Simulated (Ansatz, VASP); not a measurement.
One calculation of Ir, two programs

INCAR

```
ALGO = Normal ; EDIFF = 1E-6
ENCUT = 560 ; GGA = CA
GGA_COMPAT = F ; ISIF = 2
ISMEAR = -1 ; LASPH = T
LCHARG = F ; LREAL = F
LWAVE = F ; NBANDS = 14
NELM = 120 ; PREC = Accurate
SIGMA = 0.01
```

Contents of KPOINTS:

```
k-points
0
Gamma
  14 14 14
```

The input POSCAR:

```
Ir
1.0
    0.0000000000      1.9060927672      1.9060927672
    1.9060927672      0.0000000000      1.9060927672
    1.9060927672      1.9060927672      0.0000000000
Ir
1
Direct
    0.0000000000      0.0000000000      0.0000000000
```

Input for Ansatz:

```yaml
crystal:
  lattice:
    - [0.0, 1.9060927672, 1.9060927672]
    - [1.9060927672, 0.0, 1.9060927672]
    - [1.9060927672, 1.9060927672, 0.0]
  atoms:
    - { symbol: Ir, position: [0.0, 0.0, 0.0] }
hamiltonian:
  xc: lda
  pseudopotentials:
    kind: paw
    azcp:
      Ir: "pseudopotentials/Ir.paw.azcp"
basis:
  ecutwfc: 420
  fft_grid_basis: typed
kpoints:
  mp_grid: { grid: [14, 14, 14], shift: [0, 0, 0] }
magnetization:
  spin_polarized: false
scf:
  occupations: { method: fermi_dirac, width: 0.01 }
  lower_state_search: "off"
output:
  stress: true
```

Alike in both runs: task single point; functional LDA; k mesh 14 × 14 × 14; occupations fermi-dirac, width 0.01 eV; no spin polarisation.

|  | VASP | Ansatz |
| --- | --- | --- |
| version | VASP 6.6.1 | Ansatz 0.2.0 |
| potentials or method | VASP PAW LDA potentials, release 64 (Ir_sv_GW), cutoff 560 eV | plane waves (420 eV) with PAW, scalar-relativistic |
| valence electrons in the cell | 17 | 17 |

|  | VASP | Ansatz | Ansatz less VASP |
| --- | --- | --- | --- |
| pressure (GPa) | -0.5 | -0.2 | +0.35 |

Ansatz warns that its potentials were made for another functional, while VASP's fit it. LDA's correlation is that of Perdew and Zunger in VASP and of Perdew and Wang (1992) in Ansatz.

Neither program's run includes spin-orbit coupling.
